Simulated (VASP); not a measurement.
A run of VASP 6.6.1:

File POSCAR:

```
Ag
1.0
    2.8756591736      0.0000000000      0.0000000000
   -1.4378295868      2.4903938970      0.0000000000
    0.0000000000      0.0000000000     21.4497246782
Ag
9
Direct
    0.0000000000      0.0000000000      0.0000000000
    0.0000000000      0.0000000000      0.7777116989
    0.3333333333      0.6666666667      0.8889549678
    0.6666666667      0.3333333333      0.3333333333
    0.6666666667      0.3333333333      0.1110450322
    0.0000000000      0.0000000000      0.2222883011
    0.3333333333      0.6666666667      0.6666666667
    0.3333333333      0.6666666667      0.4443783655
    0.6666666667      0.3333333333      0.5556216345
```

Contents of INCAR.step1:

```
PREC     = Accurate       # precision mode
ENCUT    = 520            # plane-wave cutoff, eV
ISMEAR   = 0              # smearing method
SIGMA    = 0.1            # smearing width, eV
LREAL    = F              # projectors in reciprocal space
LASPH    = T              # aspherical terms in the spheres
NELM     = 60             # most SCF steps
NBANDS   = 60             # bands
GGA      = PE             # functional
ALGO     = Normal         # electronic algorithm
EDIFF    = 1E-4           # SCF threshold, eV
LWAVE    = T              # write WAVECAR
LCHARG   = F              # write CHGCAR
```

File INCAR.step2:

```
PREC     = Accurate       # precision mode
ENCUT    = 520            # plane-wave cutoff, eV
EDIFF    = 1E-6           # SCF threshold, eV
ISMEAR   = 0              # smearing method
SIGMA    = 0.1            # smearing width, eV
LREAL    = F              # projectors in reciprocal space
LASPH    = T              # aspherical terms in the spheres
NELM     = 60             # most SCF steps
ALGO     = Normal         # electronic algorithm
ISIF     = 2              # what is computed and relaxed
LWAVE    = F              # write WAVECAR
LCHARG   = F              # write CHGCAR
METAGGA  = R2SCAN         # meta-GGA
LMIXTAU  = T            
NBANDS   = 60             # bands
ISTART   = 1
```

Contents of KPOINTS:

```
Automatic mesh
0
Gamma
  12 12 2
```

Potentials or basis: VASP PAW PBE potentials, release 64 (Ag).

The run is started by

```sh
$ cat potpaw_PBE.64/Ag/POTCAR > POTCAR
$ cp INCAR.step1 INCAR
$ mpirun -np 1 vasp_std > vasp.out
$ cp INCAR.step2 INCAR
$ mpirun -np 1 vasp_std > vasp.out
```

Hardware: 1 thread of Intel(R) Xeon(R) 6975P-C (Granite Rapids), with other jobs on the host.

Q: Estimate the wall time of this run.

A: Run time: 13 min on 1 thread of Intel(R) Xeon(R) 6975P-C (Granite Rapids), on a shared host, peak memory 0.45 GiB. Counts: k points 38.
